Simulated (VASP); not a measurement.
# HfC (CsCl type) (Pm-3m) in VASP: a series of runs

HfC (CsCl type) is run at these levels: PBE; tasks: single point, relaxation of cell and atoms.

All numbers are computed with VASP 6.6.1; they aren't measurements. Logs are shortened: lines on timing, memory, paths and dates and some standing lists are left out, and cuts for length are marked.

## 1. The cell of the first run

The structure is cubic, space group Pm-3m (No. 221). Conventional cell: a = 2.551 Å, b = 2.551 Å, c = 2.551 Å, α = 90.00°, β = 90.00°, γ = 90.00°. Within 2.9 Å of Hf (site symmetry m-3m) lie 8 C at 2.21 Å and 6 Hf at 2.55 Å. Within 2.9 Å of C (site symmetry m-3m) lie 8 Hf at 2.21 Å and 6 C at 2.55 Å.

## 2. Single point, PBE

Input file INCAR:

```
PREC     = Accurate       # precision mode
ENCUT    = 520            # plane-wave cutoff, eV
EDIFF    = 1E-6           # SCF threshold, eV
ISMEAR   = -1             # smearing method
SIGMA    = 0.1            # smearing width, eV
LREAL    = F              # projectors in reciprocal space
LASPH    = T              # aspherical terms in the spheres
NELM     = 80             # most SCF steps
ALGO     = Normal         # electronic algorithm
ISIF     = 2              # what is computed and relaxed
LWAVE    = F              # write WAVECAR
LCHARG   = F              # write CHGCAR
GGA      = PE             # functional
NBANDS   = 14             # bands
```

Input file KPOINTS:

```
regular mesh
0
Gamma
  15 15 15
```

Input file POSCAR:

```
HfC
1.0
    2.5505009970      0.0000000000      0.0000000000
    0.0000000000      2.5505009970      0.0000000000
    0.0000000000      0.0000000000      2.5505009970
Hf C
1 1
Direct
    0.0000000000      0.0000000000      0.0000000000
    0.5000000000      0.5000000000      0.5000000000
```

Potentials or basis: VASP PAW PBE potentials, release 64 (Hf_pv, C).

Run with:

```console
$ cat potpaw_PBE.64/Hf_pv/POTCAR potpaw_PBE.64/C/POTCAR > POTCAR
$ mpirun -np 1 vasp_std > vasp.out
```

OUTCAR:

```text
PREC = Accurate
   ENCUT = 520
   EDIFF = 1E-6
   ISMEAR = -1
   LREAL = F
   LASPH = T
   NELM = 80
   ISIF = 2
   GGA = PE

 ion  position               nearest neighbor table
   1  0.000  0.000  0.000-   2 2.21   2 2.21   2 2.21   2 2.21   2 2.21   2 2.21   2 2.21   2 2.21

   2  0.500  0.500  0.500-   1 2.21   1 2.21   1 2.21   1 2.21   1 2.21   1 2.21   1 2.21   1 2.21

  LATTYP: Found a simple cubic cell.
 ALAT       =     2.5505009970

  Lattice vectors:

 A1 = (   2.5505009970,   0.0000000000,   0.0000000000)
 A2 = (   0.0000000000,   2.5505009970,   0.0000000000)
 A3 = (   0.0000000000,   0.0000000000,   2.5505009970)

Analysis of symmetry for initial positions (statically):
=====================================================================
 Subroutine PRICEL returns:
 Original cell was already a primitive cell.

 Routine SETGRP: Setting up the symmetry group for a
 simple cubic supercell.

 Subroutine GETGRP returns: Found 48 space group operations
 (whereof 48 operations were pure point group operations)
 out of a pool of 48 trial point group operations.

The static configuration has the point symmetry O_h .

Analysis of symmetry for dynamics (positions and initial velocities):
=====================================================================
 Subroutine PRICEL returns:
 Original cell was already a primitive cell.

 Routine SETGRP: Setting up the symmetry group for a
 simple cubic supercell.

 Subroutine GETGRP returns: Found 48 space group operations
 (whereof 48 operations were pure point group operations)
 out of a pool of 48 trial point group operations.

The dynamic configuration has the point symmetry O_h .

 Subroutine INISYM returns: Found 48 space group operations
 (whereof 48 operations are pure point group operations),
 and found     1 'primitive' translations

----------------------------------------------------------------------------------------

                                     Primitive cell

  volume of cell :      16.5912

  direct lattice vectors                    reciprocal lattice vectors
     2.550500997  0.000000000  0.000000000     0.392079831  0.000000000  0.000000000
     0.000000000  2.550500997  0.000000000     0.000000000  0.392079831  0.000000000
     0.000000000  0.000000000  2.550500997     0.000000000  0.000000000  0.392079831

  length of vectors
     2.550500997  2.550500997  2.550500997     0.392079831  0.392079831  0.392079831

  position of ions in fractional coordinates (direct lattice)
     0.000000000  0.000000000  0.000000000
     0.500000000  0.500000000  0.500000000

  ion indices of the primitive-cell ions
   primitive index   ion index
                 1           1
                 2           2

----------------------------------------------------------------------------------------

 KPOINTS: regular mesh

Automatic generation of k-mesh.
 Grid dimensions read from file:
 generate k-points for:   15   15   15

 Generating k-lattice:

  Cartesian coordinates                     Fractional coordinates (reciprocal lattice)
     0.026138655  0.000000000  0.000000000     0.066666667  0.000000000  0.000000000
     0.000000000  0.026138655  0.000000000     0.000000000  0.066666667  0.000000000
     0.000000000  0.000000000  0.026138655     0.000000000  0.000000000  0.066666667

  Length of vectors
     0.026138655  0.026138655  0.026138655

  Shift w.r.t. Gamma in fractional coordinates (k-lattice)
     0.000000000  0.000000000  0.000000000

 Subroutine IBZKPT returns following result:
 ===========================================

 Found    120 irreducible k-points:

 Following reciprocal coordinates:
            Coordinates               Weight
  0.000000  0.000000  0.000000      1.000000
  0.066667  0.000000  0.000000      6.000000
  0.133333  0.000000  0.000000      6.000000
  0.200000  0.000000  0.000000      6.000000
  0.266667  0.000000  0.000000      6.000000
  0.333333  0.000000  0.000000      6.000000
[... 16 lines left out ...]
  0.266667  0.200000  0.000000     24.000000
  0.333333  0.200000  0.000000     24.000000
 [... further k-points ...]
   k-points           NKPTS =    120   k-points in BZ     NKDIM =    120   number of bands    NBANDS=     14
   number of dos      NEDOS =    301   number of ions     NIONS =      2
   total plane-waves  NPLWV =   8000
   dimension x,y,z NGX =    20 NGY =   20 NGZ =   20
   dimension x,y,z NGXF=    40 NGYF=   40 NGZF=   40
   ions per type =               1   1
   NGX,Y,Z   is equivalent  to a cutoff of  13.04, 13.04, 13.04 a.u.
   NGXF,Y,Z  is equivalent  to a cutoff of  26.07, 26.07, 26.07 a.u.
 SYSTEM =  unknown system
   PREC   = accura    normal or accurate (medium, high low for compatibility)
   ISTART =      0    job   : 0-new  1-cont  2-samecut
   ICHARG =      2    charge: 1-file 2-atom 10-const
   ISPIN  =      1    spin polarized calculation?
   LNONCOLLINEAR =      F non collinear calculations
   LSORBIT =      F    spin-orbit coupling
   LASPH  =      T    aspherical Exc in radial PAW
   ENCUT  =  520.0 eV  38.22 Ry    6.18 a.u.   4.74  4.74  4.74*2*pi/ulx,y,z
   NELM   =     80;   NELMIN=  2; NELMDL= -5     # of ELM steps
   EDIFF  = 0.1E-05   stopping-criterion for ELM
   LREAL  =      F    real-space projection
   EDIFFG = 0.1E-04   stopping-criterion for IOM
   NSW    =      0    number of steps for IOM
   IBRION =     -1    ionic relax: 0-MD 1-quasi-New 2-CG
   NFREE  =      0    steps in history (QN), initial steepest desc. (CG)
   ISIF   =      2    stress and relaxation
   ISYM   =      2    0-nonsym 1-usesym 2-fastsym
   POTIM  = 0.5000    time-step for ionic-motion
   TEBEG  =    0.0;   TEEND  =   0.0 temperature during run
   PSTRESS=    0.0 pullay stress
   NELECT =      14.0000    total number of electrons
   NUPDOWN=      -1.0000    fix difference up-down
   EMIN   =  10.00;   EMAX   =-10.00  energy-range for DOS
   EFERMI =   0.00;   METHOD = LEGACY
   ISMEAR =    -1;   SIGMA  =   0.10  broadening in eV -4-tet -1-fermi 0-gaus
   EFERMI_NEDOS =   21; number of points for ismear=-14 and -15
   IALGO  =     38    algorithm
   IMIX   =      4    mixing-type and parameters
     AMIX     =   0.40;   BMIX     =  1.00
     AMIX_MAG =   1.60;   BMIX_MAG =  1.00
  volume/ion in A,a.u.               =       8.30        55.98
  Fermi-wavevector in a.u.,A,eV,Ry     =   1.547006  2.923418 32.561840  2.393228
  Thomas-Fermi vector in A             =   2.652161
   LORBIT       =      0    0 simple, 1 ext, 2 COOP (PROOUT), +10 PAW based schemes
   GGA     = PE    functional components
   LHFCALC =     F    Hartree Fock is set to
   AEXX    =    0.0000 exact exchange contribution
   IVDW    =     0    specifies the selected vdW correction
   LEPSILON=     F    determine dielectric tensor
   LRPA    =     F    only Hartree local field effects (RPA)
 non-spin polarized calculation
  energy-cutoff  :      520.00
  volume of cell :       16.59
 maximum number of plane-waves:       462
 NGX is ok and might be reduce to    20
   NGX =  9   NGY =  9   NGZ =  9

 number of electron      14.0000002 magnetization

 Free energy of the ion-electron system (eV)
  ---------------------------------------------------
  ext. energy  EPLUGINS =         0.00000000
  ---------------------------------------------------
  free energy    TOTEN  =       -15.45001836 eV

  energy without entropy =      -15.40676235  energy(sigma->0) =      -15.42839036

 E-fermi :  10.2607     XC(G=0): -14.5933

 val. band max:       10.2273565655   @ k =   0.4000   0.4000   0.0667
 cond. band min:      10.2611244447   @ k =   0.4000   0.2000   0.2000
 fundamental gap:      0.0337678792
 Fermi energy:        10.2606751298

 k-point     1 :       0.0000    0.0000    0.0000
  band No.  band energies     occupation
      1     -18.3277      2.00000
      2     -18.3277      2.00000
      3     -18.3277      2.00000
      4      -4.6959      2.00000
      5       6.7832      2.00000
      6       6.7832      2.00000
      7      12.0841      0.00000
      8      12.0841      0.00000
      9      12.0841      0.00000
     10      19.3117      0.00000
     11      19.3117      0.00000
     12      19.3117      0.00000
     13      24.0472      0.00000
     14      25.1117      0.00000

 k-point     2 :       0.0667    0.0000    0.0000
  band No.  band energies     occupation
      1     -18.5039      2.00000
      2     -18.3122      2.00000
      3     -18.3122      2.00000
      4      -4.5129      2.00000
      5       6.8487      2.00000
      6       6.8829      2.00000
      7      11.8693      0.00000
      8      11.8693      0.00000
      9      12.0105      0.00000
     10      19.3541      0.00000
     11      19.4536      0.00000
     12      19.4536      0.00000
     13      24.2119      0.00000
     14      25.1361      0.00000

 k-point     3 :       0.1333    0.0000    0.0000
  band No.  band energies     occupation
      1     -18.9769      2.00000
      2     -18.2682      2.00000
      3     -18.2682      2.00000
      4      -4.0079      2.00000
      5       6.9869      2.00000
      6       7.0401      2.00000
      7      11.3030      0.00006
      8      11.3030      0.00006
      9      12.0544      0.00000
     10      19.4760      0.00000
     11      19.8360      0.00000
     12      19.8360      0.00000
     13      24.5630      0.00000
     14      25.2491      0.00000
[... 324 lines left out ...]
 k-point    23 :       0.2667    0.2000    0.0000
  band No.  band energies     occupation
      1     -20.1131      2.00000
      2     -19.3164      2.00000
      3     -18.0134      2.00000
      4      -1.5276      2.00000
      5       5.2641      2.00000
      6       7.9210      2.00000
      7       9.9958      1.86792
      8      10.2803      0.90222
      9      15.3089      0.00000
     10      16.7682      0.00000
     11      19.5249      0.00000
     12      21.9457      0.00000
     13      24.9100      0.00000
     14      25.8487      0.00000

 k-point    24 :       0.3333    0.2000    0.0000
  band No.  band energies     occupation
      1     -20.6779      2.00000
      2     -19.2237      2.00000
      3     -17.9437      2.00000
      4      -0.9331      2.00000
      5       4.4785      2.00000
      6       7.9711      2.00000
      7       9.6512      1.99550
      8      10.2963      0.82373
      9      16.8133      0.00000
     10      16.9474      0.00000
     11      19.8888      0.00000
     12      21.4009      0.00000
     13      24.8759      0.00000
     14      25.4645      0.00000

 [... further k-points ...]

------------------------ aborting loop because EDIFF is reached ----------------------------------------

  FORCE on cell =-STRESS in cart. coord.  units (eV):
  Direction    XX          YY          ZZ          XY          YZ          ZX
  --------------------------------------------------------------------------------------
  -------------------------------------------------------------------------------------
  Total       17.3659901     17.3659901     17.3659901      0.0000000      0.0000000     -0.0000000
  in kB     1677.0022269   1677.0022269   1677.0022269      0.0000000      0.0000000     -0.0000000
  external PRESSURE =    1677.0022269 kB  Pullay stress =       0.0000000 kB

 VOLUME and BASIS-vectors are now :
 -----------------------------------------------------------------------------
  energy-cutoff  :      520.00
  volume of cell :       16.59
      direct lattice vectors                 reciprocal lattice vectors
     2.550500997  0.000000000  0.000000000     0.392079831  0.000000000  0.000000000
     0.000000000  2.550500997  0.000000000     0.000000000  0.392079831  0.000000000
     0.000000000  0.000000000  2.550500997     0.000000000  0.000000000  0.392079831

 POSITION                                       TOTAL-FORCE (eV/Angst)
 -----------------------------------------------------------------------------------
      0.00000      0.00000      0.00000         0.000000      0.000000      0.000000
      1.27525      1.27525      1.27525         0.000000      0.000000      0.000000
 -----------------------------------------------------------------------------------
    total drift:                                0.000000      0.000000      0.000000

  FREE ENERGIE OF THE ION-ELECTRON SYSTEM (eV)
  ---------------------------------------------------
  free  energy   TOTEN  =       -15.4500183588 eV

  energy  without entropy=      -15.4067623538  energy(sigma->0) =      -15.42839036
```

Run time: 16 s. Hardware: 1 thread of Intel Xeon 6975P-C (Granite Rapids), shared host; peak memory 0.14 GiB.

What came out:

```yaml
Free_energy: -15.4500 eV
Pressure: 167.7 GPa
Band_gap_on_the_k_mesh: zero (band 7 reaches 12.08 eV, above the bottom of band 8 at 8.61 eV)
```

Caveat: spin-orbit coupling is left out, which moves the levels of the heavy elements.

## 3. Single point, PBE

Input file INCAR:

```
  PREC = Accurate
  ENCUT = 520
  EDIFF = 1E-7
  ISMEAR = -1
  SIGMA = 0.1
  LREAL = F
  LASPH = T
  NELM = 60
  ALGO = Normal
  ISIF = 2
  LWAVE = F
  LCHARG = F
  GGA = PE
  NBANDS = 14
```

Input file KPOINTS:

```
Automatic mesh
0
Gamma
  15 15 15
```

Input file POSCAR:

```
HfC
1.0
    2.5507577372      0.0000000000      0.0000000000
    0.0000000000      2.5507577372      0.0000000000
    0.0000000000      0.0000000000      2.5507577372
Hf C
1 1
Direct
    0.0000000000      0.0000000000      0.0000000000
    0.5000000000      0.5000000000      0.5000000000
```

Potentials or basis: VASP PAW PBE potentials, release 64 (Hf_pv, C).

Run with:

```console
$ cat potpaw_PBE.64/Hf_pv/POTCAR potpaw_PBE.64/C/POTCAR > POTCAR
$ mpirun -np 1 vasp_std > vasp.out
```

Wall time 16 s (1 thread of Intel Xeon 6975P-C (Granite Rapids), shared host); peak memory 0.15 GiB.

Results (log left out):

| Item | Value |
| --- | --- |
| Free energy | -15.4553 eV |
| Pressure | 167.5 GPa |
| Band gap on the k mesh | zero (band 7 reaches 12.08 eV, above the bottom of band 8 at 8.61 eV) |

Levels at points of the mesh, in eV from the Fermi level:
| k point | band 5 | band 6 | band 7 | band 8 | band 9 | band 10 |
| --- | --- | --- | --- | --- | --- | --- |
| (0.00, 0.00, 0.00) | -3.48 | -3.48 | 1.82 | 1.82 | 1.82 | 9.05 |

Caveat: spin-orbit coupling is left out, which moves the levels of the heavy elements.

(Part 1 of 2 ends here.)
